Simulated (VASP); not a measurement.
# AlC2N2 (Cmmm) in VASP: notebook

Runs on AlC2N2. Level: PBE. Tasks: relaxation of cell and atoms, single point.

All numbers are computed with VASP 6.6.1; they aren't measurements. Logs are shortened: lines on timing, memory, paths and dates and some standing lists are left out, and cuts for length are marked.

**1. The cell of the first run**

Symmetry: Cmmm, No. 65, orthorhombic system. The conventional cell has a = 6.514 Å, b = 7.082 Å, c = 7.082 Å, α = 90.00°, β = 90.00°, γ = 90.00°. Al (site symmetry mmm) has 4 C at 1.87 Å within 2.5 Å. Al (site symmetry mmm) has 4 N at 1.96 Å within 2.6 Å. Within 1.6 Å of C (site symmetry m) lie 1 N at 1.17 Å. Within 1.6 Å of N (site symmetry m) lie 1 C at 1.17 Å.

**2. Relaxation of cell and atoms, PBE**

The input, INCAR:

```
SYSTEM = AlC2N2
PREC = Accurate ; ENCUT = 600
EDIFF = 1E-6 ; ISMEAR = 0
SIGMA = 0.1 ; LREAL = .FALSE.
LASPH = .TRUE. ; NELM = 80
ALGO = Normal ; ISIF = 3
LWAVE = .FALSE. ; LCHARG = .FALSE.
GGA = PE ; IBRION = 2
NSW = 90 ; EDIFFG = -0.04
```

The input, KPOINTS:

```
regular mesh
0
G
  4 4 4
  0 0 0
```

The input, POSCAR:

```
AlC2N2
1.0
    3.2570973900     -3.5408372100      0.0000000000
    3.2570973900      3.5408372100      0.0000000000
    0.0000000000      0.0000000000      7.0816744100
Al C N
2 4 4
Direct
    0.0000000000      0.0000000000      0.0000000000
    0.5000000000      0.5000000000      0.5000000000
    0.1872191700      0.8127808300      0.8127808300
    0.8127808300      0.1872191700      0.1872191700
    0.1872191700      0.8127808300      0.1872191700
    0.8127808300      0.1872191700      0.8127808300
    0.3040439300      0.6959560700      0.6959560700
    0.6959560700      0.3040439300      0.3040439300
    0.3040439300      0.6959560700      0.3040439300
    0.6959560700      0.3040439300      0.6959560700
```

Potentials or basis: VASP PAW PBE potentials, release 64 (Al, C, N).

Command:

```bash
$ cat potpaw_PBE.64/Al/POTCAR potpaw_PBE.64/C/POTCAR potpaw_PBE.64/N/POTCAR > POTCAR
$ mpirun -np 1 vasp_std > vasp.out
```

OUTCAR:

```text
SYSTEM = AlC2N2
   PREC = Accurate
   ENCUT = 600
   EDIFF = 1E-6
   ISMEAR = 0
   LREAL = .FALSE.
   LASPH = .TRUE.
   NELM = 80
   ISIF = 3
   GGA = PE
   IBRION = 2
   NSW = 90
   EDIFFG = -0.04

 ion  position               nearest neighbor table
   1  0.000  0.000  0.000-   3 1.87   4 1.87   5 1.87   6 1.87
   2  0.500  0.500  0.500-   7 1.96   8 1.96   9 1.96  10 1.96
   3  0.187  0.813  0.813-   7 1.17   1 1.87
   4  0.813  0.187  0.187-   8 1.17   1 1.87
   5  0.187  0.813  0.187-   9 1.17   1 1.87
   6  0.813  0.187  0.813-  10 1.17   1 1.87
   7  0.304  0.696  0.696-   3 1.17   2 1.96
   8  0.696  0.304  0.304-   4 1.17   2 1.96
   9  0.304  0.696  0.304-   5 1.17   2 1.96
  10  0.696  0.304  0.696-   6 1.17   2 1.96

  LATTYP: Found a base centered orthorhombic cell.
 ALAT       =     6.5141947800
 B/A-ratio  =     1.0871143187
 C/A-ratio  =     1.0871143171

  Lattice vectors:

 A1 = (   3.2570973900,  -3.5408372100,   0.0000000000)
 A2 = (   3.2570973900,   3.5408372100,   0.0000000000)
 A3 = (   0.0000000000,   0.0000000000,   7.0816744100)

Analysis of symmetry for initial positions (statically):
=====================================================================
 Subroutine PRICEL returns:
 Original cell was already a primitive cell.

 Routine SETGRP: Setting up the symmetry group for a
 base centered orthorhombic supercell.

 Subroutine GETGRP returns: Found  8 space group operations
 (whereof  8 operations were pure point group operations)
 out of a pool of  8 trial point group operations.

The static configuration has the point symmetry D_2h.

Analysis of symmetry for dynamics (positions and initial velocities):
=====================================================================
 Subroutine PRICEL returns:
 Original cell was already a primitive cell.

 Routine SETGRP: Setting up the symmetry group for a
 base centered orthorhombic supercell.

 Subroutine GETGRP returns: Found  8 space group operations
 (whereof  8 operations were pure point group operations)
 out of a pool of  8 trial point group operations.

The dynamic configuration has the point symmetry D_2h.

 Subroutine INISYM returns: Found  8 space group operations
 (whereof  8 operations are pure point group operations),
 and found     1 'primitive' translations

----------------------------------------------------------------------------------------

                                     Primitive cell

  volume of cell :     163.3438

  direct lattice vectors                    reciprocal lattice vectors
     3.257097390 -3.540837210  0.000000000     0.153510915 -0.141209542  0.000000000
     3.257097390  3.540837210  0.000000000     0.153510915  0.141209542  0.000000000
     0.000000000  0.000000000  7.081674410     0.000000000  0.000000000  0.141209542

  length of vectors
     4.811050982  4.811050982  7.081674410     0.208580286  0.208580286  0.141209542

  position of ions in fractional coordinates (direct lattice)
     0.000000000  0.000000000  0.000000000
     0.500000000  0.500000000  0.500000000
     0.187219170  0.812780830  0.812780830
     0.812780830  0.187219170  0.187219170
     0.187219170  0.812780830  0.187219170
     0.812780830  0.187219170  0.812780830
     0.304043930  0.695956070  0.695956070
     0.695956070  0.304043930  0.304043930
     0.304043930  0.695956070  0.304043930
     0.695956070  0.304043930  0.695956070

  ion indices of the primitive-cell ions
   primitive index   ion index
                 1           1
                 2           2
                 3           3
                 4           4
                 5           5
                 6           6
                 7           7
                 8           8
                 9           9
                10          10

----------------------------------------------------------------------------------------

 KPOINTS: regular mesh

Automatic generation of k-mesh.
 Grid dimensions read from file:
 generate k-points for:    4    4    4

 Generating k-lattice:

  Cartesian coordinates                     Fractional coordinates (reciprocal lattice)
     0.038377729 -0.035302385  0.000000000     0.250000000  0.000000000  0.000000000
     0.038377729  0.035302385  0.000000000     0.000000000  0.250000000  0.000000000
     0.000000000  0.000000000  0.035302385     0.000000000  0.000000000  0.250000000

  Length of vectors
     0.052145071  0.052145071  0.035302385

  Shift w.r.t. Gamma in fractional coordinates (k-lattice)
     0.000000000  0.000000000  0.000000000

 Subroutine IBZKPT returns following result:
 ===========================================

 Found     21 irreducible k-points:

 Following reciprocal coordinates:
            Coordinates               Weight
  0.000000  0.000000  0.000000      1.000000
  0.250000  0.000000  0.000000      4.000000
  0.500000  0.000000  0.000000      2.000000
  0.250000  0.250000  0.000000      2.000000
  0.500000  0.250000  0.000000      4.000000
 -0.250000  0.250000  0.000000      2.000000
[... 13 lines left out ...]
 -0.250000  0.250000  0.500000      2.000000
  0.500000  0.500000  0.500000      1.000000
   k-points           NKPTS =     21   k-points in BZ     NKDIM =     21   number of bands    NBANDS=     27
   number of dos      NEDOS =    301   number of ions     NIONS =     10
   total plane-waves  NPLWV =  96000
   dimension x,y,z NGX =    40 NGY =   40 NGZ =   60
   dimension x,y,z NGXF=    80 NGYF=   80 NGZF=  120
   ions per type =               2   4   4
   NGX,Y,Z   is equivalent  to a cutoff of  13.82, 13.82, 14.09 a.u.
   NGXF,Y,Z  is equivalent  to a cutoff of  27.64, 27.64, 28.17 a.u.
 SYSTEM =  AlC2N2
   PREC   = accura    normal or accurate (medium, high low for compatibility)
   ISTART =      0    job   : 0-new  1-cont  2-samecut
   ICHARG =      2    charge: 1-file 2-atom 10-const
   ISPIN  =      1    spin polarized calculation?
   LNONCOLLINEAR =      F non collinear calculations
   LSORBIT =      F    spin-orbit coupling
   LASPH  =      T    aspherical Exc in radial PAW
   ENCUT  =  600.0 eV  44.10 Ry    6.64 a.u.   9.61  9.61 14.14*2*pi/ulx,y,z
   NELM   =     80;   NELMIN=  2; NELMDL= -5     # of ELM steps
   EDIFF  = 0.1E-05   stopping-criterion for ELM
   LREAL  =      F    real-space projection
   EDIFFG = -.4E-01   stopping-criterion for IOM
   NSW    =     90    number of steps for IOM
   IBRION =      2    ionic relax: 0-MD 1-quasi-New 2-CG
   NFREE  =      1    steps in history (QN), initial steepest desc. (CG)
   ISIF   =      3    stress and relaxation
   ISYM   =      2    0-nonsym 1-usesym 2-fastsym
   POTIM  = 0.5000    time-step for ionic-motion
   TEBEG  =    0.0;   TEEND  =   0.0 temperature during run
   PSTRESS=    0.0 pullay stress
   NELECT =      42.0000    total number of electrons
   NUPDOWN=      -1.0000    fix difference up-down
   EMIN   =  10.00;   EMAX   =-10.00  energy-range for DOS
   EFERMI =   0.00;   METHOD = LEGACY
   ISMEAR =     0;   SIGMA  =   0.10  broadening in eV -4-tet -1-fermi 0-gaus
   EFERMI_NEDOS =   21; number of points for ismear=-14 and -15
   IALGO  =     38    algorithm
   IMIX   =      4    mixing-type and parameters
     AMIX     =   0.40;   BMIX     =  1.00
     AMIX_MAG =   1.60;   BMIX_MAG =  1.00
  volume/ion in A,a.u.               =      16.33       110.23
  Fermi-wavevector in a.u.,A,eV,Ry     =   1.041015  1.967233 14.744804  1.083713
  Thomas-Fermi vector in A             =   2.175617
   LORBIT       =      0    0 simple, 1 ext, 2 COOP (PROOUT), +10 PAW based schemes
   GGA     = PE    functional components
   LHFCALC =     F    Hartree Fock is set to
   AEXX    =    0.0000 exact exchange contribution
   IVDW    =     0    specifies the selected vdW correction
   LEPSILON=     F    determine dielectric tensor
   LRPA    =     F    only Hartree local field effects (RPA)
 conjugate gradient relaxation of ions
 non-spin polarized calculation
 Gauss-broadening in eV      SIGMA  =   0.10
  energy-cutoff  :      600.00
  volume of cell :      163.34
 maximum number of plane-waves:      5472
 NGX is ok and might be reduce to    40
   NGX = 19   NGY = 19   NGZ = 29

--------------------------------------- Ionic step        1  -------------------------------------------

 number of electron      42.0000002 magnetization

 Free energy of the ion-electron system (eV)
  ---------------------------------------------------
  ext. energy  EPLUGINS =         0.00000000
  ---------------------------------------------------
  free energy    TOTEN  =       -74.09958514 eV

  energy without entropy =      -74.09301343  energy(sigma->0) =      -74.09629929

------------------------ aborting loop because EDIFF is reached ----------------------------------------

  FORCE on cell =-STRESS in cart. coord.  units (eV):
  Direction    XX          YY          ZZ          XY          YZ          ZX
  --------------------------------------------------------------------------------------
  -------------------------------------------------------------------------------------
  Total        2.5627926      4.5375548      4.7514618      0.0000000      0.0000000      0.0000000
  in kB       25.1374593     44.5071527     46.6052854      0.0000000      0.0000000      0.0000000
  external PRESSURE =      38.7499658 kB  Pullay stress =       0.0000000 kB
[... 113 lines left out ...]
  FREE ENERGIE OF THE ION-ELECTRON SYSTEM (eV)
  ---------------------------------------------------
  free  energy   TOTEN  =       -74.2763227473 eV

  energy  without entropy=      -74.2687779454  energy(sigma->0) =      -74.27255035

[... ionic steps 4 to 25 ...]

--------------------------------------- Ionic step       26  -------------------------------------------

 number of electron      41.9999998 magnetization

------------------------ aborting loop because EDIFF is reached ----------------------------------------

  FORCE on cell =-STRESS in cart. coord.  units (eV):
  Direction    XX          YY          ZZ          XY          YZ          ZX
  --------------------------------------------------------------------------------------
  -------------------------------------------------------------------------------------
  Total       -0.0866223      0.0792728     -0.4219960      0.0000000      0.0000000      0.0000000
  in kB       -0.7209785      0.6598066     -3.5123743      0.0000000      0.0000000      0.0000000
  external PRESSURE =      -1.1911821 kB  Pullay stress =       0.0000000 kB
[... 73 lines left out ...]
  energy  without entropy=      -74.9375417074  energy(sigma->0) =      -74.94152576

--------------------------------------- Ionic step       28  -------------------------------------------

 number of electron      41.9999998 magnetization

 Free energy of the ion-electron system (eV)
  ---------------------------------------------------
  ext. energy  EPLUGINS =         0.00000000
  ---------------------------------------------------
  free energy    TOTEN  =       -74.94605632 eV

  energy without entropy =      -74.93804745  energy(sigma->0) =      -74.94205188

 E-fermi :   1.6323     XC(G=0):  -7.2410

 val. band max:        1.6205278226   @ k =   0.5000   0.0000   0.5000
 cond. band min:       1.7036674764   @ k =   0.2500   0.2500   0.0000
 fundamental gap:      0.0831396538
 Fermi energy:         1.6323257713

 k-point     1 :       0.0000    0.0000    0.0000
  band No.  band energies     occupation
      1     -18.1842      2.00000
      2     -17.9234      2.00000
      3     -17.8526      2.00000
      4     -17.6731      2.00000
      5     -10.2326      2.00000
      6      -8.2726      2.00000
[... 656 lines left out ...]
  FREE ENERGIE OF THE ION-ELECTRON SYSTEM (eV)
  ---------------------------------------------------
  free  energy   TOTEN  =       -74.9460563171 eV

  energy  without entropy=      -74.9380474501  energy(sigma->0) =      -74.94205188

 reached required accuracy - stopping structural energy minimisation
```

Run time: 27 min. Hardware: 1 thread of Intel Xeon Platinum 8375C at 2.90GHz (Ice Lake), shared host; peak memory 0.37 GiB.

Results:

| Quantity | Value |
| --- | --- |
| Free energy | -74.9461 eV |
| Relaxed volume | 19.27 Å³/atom |
| Relaxed cell | a = 5.176 Å, b = 5.176 Å, c = 7.220 Å, α = 90.00°, β = 90.00°, γ = 85.02° |
| Space group after relaxing (to 0.05 Å) | Cmmm (No. 65) |
| Energy gained by relaxing | 84.6 meV/atom |
| Ionic steps | 28 |
| Pressure after relaxing | -0.1 GPa |
| Largest force after relaxing | 0.039 eV/Å |
| Band gap on the k mesh | zero (band 21 reaches 1.62 eV, above the bottom of band 22 at 1.59 eV) |

Forces in eV/Å, atoms in the order of the input:
```
Al   0.000  0.000  0.000
Al   0.000  0.000  0.000
C    0.000 -0.009 -0.038
C    0.000  0.009  0.038
C    0.000 -0.009  0.038
C    0.000  0.009 -0.038
N    0.000 -0.001  0.031
N    0.000  0.001 -0.031
N    0.000 -0.001 -0.031
N    0.000  0.001  0.031
```

Stress tensor (GPa, compression positive):
```
-0.10  0.00  0.00
 0.00  0.07  0.00
 0.00  0.00 -0.29
```

Step by step:
```
step  energy change (eV)  largest force (eV/Å)  pressure (GPa)  volume (Å³)
   1              0.0000                2.9070            3.87       163.34
   2              2.2478                9.4066          -13.34       172.86
   3             -0.1767                3.1809           -1.16       165.16
   4             -0.6263                1.5724           -2.00       168.18
   5             -0.6834                0.9205           -2.07       169.76
   6             -0.4981                3.8290            5.13       167.25
   7             -0.7108                0.2350           -0.28       169.08
   8             -0.7279                0.0878            0.30       168.58
   9             -0.7360                0.1165            1.08       167.94
  10             -0.7464                0.1392            1.37       168.82
  11             -0.7595                0.8815            2.24       171.39
  12             -0.7608                0.8720            2.22       171.51
  13             -0.7649                0.8427            2.16       171.89
  14             -0.7725                0.7857            2.03       172.64
  15             -0.7864                0.6711            1.79       174.14
  16             -0.8086                0.4421            1.33       177.13
  17             -0.8326                0.2549            0.46       183.14
  18             -0.8349                0.5089            0.06       185.99
  19             -0.8389                0.3026            0.19       187.60
  20             -0.8402                0.1925            0.32       189.16
  21             -0.8415                0.1486            0.22       189.59
  22             -0.8439                0.1836           -0.07       190.89
  23             -0.8431                0.3041           -0.64       193.51
  24             -0.8445                0.2307           -0.30       191.93
  25             -0.8456                0.0876           -0.13       192.46
  26             -0.8456                0.1006           -0.12       192.49
  27             -0.8459                0.0714           -0.12       192.55
  28             -0.8465                0.0390           -0.11       192.70
```

Final structure:
```
Al C N
1.0
     3.81539   -3.49747    0.00000
     3.81539    3.49747    0.00000
     0.00000    0.00000    7.22028
Al C N
2 4 4
Direct
  0.00000 0.00000 0.00000
  0.50000 0.50000 0.50000
  0.19759 0.80241 0.80439
  0.80241 0.19759 0.19561
  0.19759 0.80241 0.19561
  0.80241 0.19759 0.80439
  0.31170 0.68830 0.68336
  0.68830 0.31170 0.31664
  0.31170 0.68830 0.31664
  0.68830 0.31170 0.68336
```

Levels at points of the mesh, in eV from the Fermi level:
```
           k point  band 19  band 20  band 21  band 22  band 23  band 24
(0.00, 0.00, 0.00)    -4.61    -4.36    -0.99    -0.04     1.27     1.40
(0.50, 0.00, 0.00)    -4.73    -4.50    -0.31     0.14     1.04     1.77
(0.50, 0.50, 0.00)    -4.61    -4.44    -1.18     0.13     1.81     2.04
(0.00, 0.00, 0.50)    -4.67    -4.52    -0.24    -0.03     0.86     1.62
(0.50, 0.00, 0.50)    -4.98    -4.86    -0.01     0.61     1.55     1.62
(0.50, 0.50, 0.50)    -4.65    -4.61    -0.39     0.21     1.04     1.71
```

Caveat: the volume moved by over 15 % at a fixed basis, so the end points are rough.

**3. Single point, PBE**

This run uses another cell than the first one, of 20.57 Å³/atom, 1.259 times its volume.

The input, INCAR:

```
  ALGO = Normal
  EDIFF = 1E-7
  ENCUT = 520
  GGA = PE
  ISIF = 2
  ISMEAR = 0
  LASPH = True
  LCHARG = False
  LREAL = False
  LWAVE = False
  NBANDS = 32
  NELM = 100
  PREC = Accurate
  SIGMA = 0.1
```

The input, KPOINTS:

```
k-points
0
Gamma
  8 8 6
```

The input, POSCAR:

```
AlC2N2
1.0
    3.5490570688     -4.0669626360      0.0000000000
    3.5490570688      4.0669626360      0.0000000000
    0.0000000000      0.0000000000      7.1250002056
Al C N
2 4 4
Direct
    0.0000000000      0.0000000000      0.0000000000
    0.5000000000      0.5000000000      0.5000000000
    0.1968259653      0.1968259653      0.8032610931
    0.8031740347      0.8031740347      0.1967389069
    0.1968259653      0.1968259653      0.1967389069
    0.8031740347      0.8031740347      0.8032610931
    0.3135954754      0.3135954754      0.6853946351
    0.6864045246      0.6864045246      0.3146053649
    0.3135954754      0.3135954754      0.3146053649
    0.6864045246      0.6864045246      0.6853946351
```

Potentials or basis: VASP PAW PBE potentials, release 64 (Al, C, N).

Command:

```bash
$ cat potpaw_PBE.64/Al/POTCAR potpaw_PBE.64/C/POTCAR potpaw_PBE.64/N/POTCAR > POTCAR
$ mpirun -np 1 vasp_std > vasp.out
```

It took 8.7 min on 1 thread of Intel Xeon Platinum 8375C at 2.90GHz (Ice Lake), shared host; peak memory 0.59 GiB.

The run converged. Its results:

```yaml
Free_energy: -74.9861 eV
Pressure: 0.3 GPa
Largest_force: 0.339 eV/Å
Band_gap_on_the_k_mesh: zero (band 21 reaches 1.29 eV, above the bottom of band 22 at 1.28 eV)
```

Forces on the atoms (eV/Å):
```
Al   0.000  0.000  0.000
Al   0.000  0.000  0.000
C   -0.237  0.000  0.240
C    0.237  0.000 -0.240
C   -0.237  0.000 -0.240
C    0.237  0.000  0.240
N    0.239  0.000 -0.241
N   -0.239  0.000  0.241
N    0.239  0.000  0.241
N   -0.239  0.000 -0.241
```

Stress tensor (GPa, compression positive):
```
 0.40  0.00  0.00
 0.00 -0.03  0.00
 0.00  0.00  0.41
```

Levels at points of the mesh, in eV from the Fermi level:
```csv
k point,band 17,band 18,band 19,band 20,band 21,band 22,band 23,band 24,band 25,band 26
"(0.00, 0.00, 0.00)",-5.36,-5.35,-4.67,-4.41,-1.05,0.00,1.36,1.43,1.88,2.70
"(0.50, 0.00, 0.00)",-5.50,-5.30,-4.75,-4.56,-0.33,0.11,1.01,1.74,2.17,2.61
"(0.50, 0.50, 0.00)",-5.34,-5.19,-4.67,-4.46,-1.13,0.11,1.81,1.92,2.30,2.61
"(0.00, 0.00, 0.50)",-5.65,-5.30,-4.74,-4.54,-0.28,-0.04,0.93,1.69,1.96,2.17
"(0.50, 0.00, 0.50)",-5.53,-5.04,-5.03,-4.89,-0.03,0.58,1.58,1.63,1.84,2.63
"(0.50, 0.50, 0.50)",-5.30,-5.30,-4.74,-4.60,-0.36,0.24,1.05,1.72,2.47,2.72
```

[end of part 1 of 2]
